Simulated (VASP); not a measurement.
A run of VASP 6.6.1:

INCAR

```
SYSTEM = Cu
AGGAC = 1.0 ; AGGAX = 1.0
ALDAC = 0.0 ; ALDAX = 1.0
ALGO = Normal ; EDIFF = 1E-7
ENCUT = 520 ; GGA = B5
ISIF = 2 ; ISMEAR = -1
LASPH = .True. ; LCHARG = .False.
LREAL = .False. ; LWAVE = .False.
NBANDS = 18 ; NELM = 60
PREC = Accurate ; SIGMA = 0.1
```

KPOINTS

```
k-points
0
Gamma
  14 14 8
  0 0 0
```

Contents of POSCAR:

```
Cu
1.0
    2.6173930884      0.0000000000      0.0000000000
   -1.3086965442      2.2667289062      0.0000000000
    0.0000000000      0.0000000000      4.2903314162
Cu
2
Direct
    0.3333333333      0.6666666667      0.2500000000
    0.6666666667      0.3333333333      0.7500000000
```

Potentials or basis: VASP PAW PBE potentials, release 64 (Cu).

Run with:

```bash
$ cat potpaw_PBE.64/Cu/POTCAR > POTCAR
$ mpirun -np 1 vasp_std > vasp.out
```

Hardware: 1 thread of Intel Xeon 8259CL, with other jobs on the host.

Problem. How long does it take, and how much memory?

Solution. Wall time 90 s on 1 thread of Intel Xeon 8259CL, with other jobs on the host, peak memory 0.17 GiB. Counts: scf iterations 14, k points 120.
